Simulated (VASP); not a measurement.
Write the native input for VASP 6.6.1 that does the following.

```yaml
Task: single point
Functional: PBE
Potentials_or_basis: VASP PAW PBE potentials, release 64 (Rb_sv, Br)
Cutoff: 520 eV
k_mesh: 6 × 6 × 6
Occupations: fermi-dirac, width 0.02 eV
Spin: no spin polarisation
Dipole_correction: no
Further_INCAR_settings: ALGO = Normal; EDIFF = 1e-06; NBANDS = 15
```

The structure of RbBr lies in POSCAR:

```
RbBr
1.0
    0.0000000000      3.4608320474      3.4608320474
    3.5639648424      0.0000000000      3.4608320474
    3.5639648424      3.4608320474      0.0000000000
Rb Br
1 1
Direct
    0.0000000000      0.0000000000      0.0000000000
    0.5000000000      0.5000000000      0.5000000000
```

This cell differs from its parent crystal: uniaxial x strain +3.0%.

These files were run (other wordings do the same):

INCAR

```
SYSTEM = RbBr
PREC = Accurate
ENCUT = 520
EDIFF = 1E-6
ISMEAR = -1
SIGMA = 0.02
LREAL = .False.
LASPH = .True.
NELM = 80
ALGO = Normal
ISIF = 2
LWAVE = .False.
LCHARG = .False.
GGA = PE
NBANDS = 15
```

KPOINTS

```
regular mesh
0
Gamma
  6 6 6
  0 0 0
```

Potentials or basis: VASP PAW PBE potentials, release 64 (Rb_sv, Br).

Run with:

```sh
$ cat potpaw_PBE.64/Rb_sv/POTCAR potpaw_PBE.64/Br/POTCAR > POTCAR
$ mpirun -np 1 vasp_std > vasp.out
```

Results of the run:

- Pressure: 0.2 GPa
- Band gap on the k mesh: 4.21 eV, direct

Caveat: the cell differs from its parent crystal (uniaxial x strain +3.0%).

Wall time 39 s on 1 thread of Intel(R) Xeon(R) Platinum 8488C (Sapphire Rapids) (shared host), peak memory 0.24 GiB.
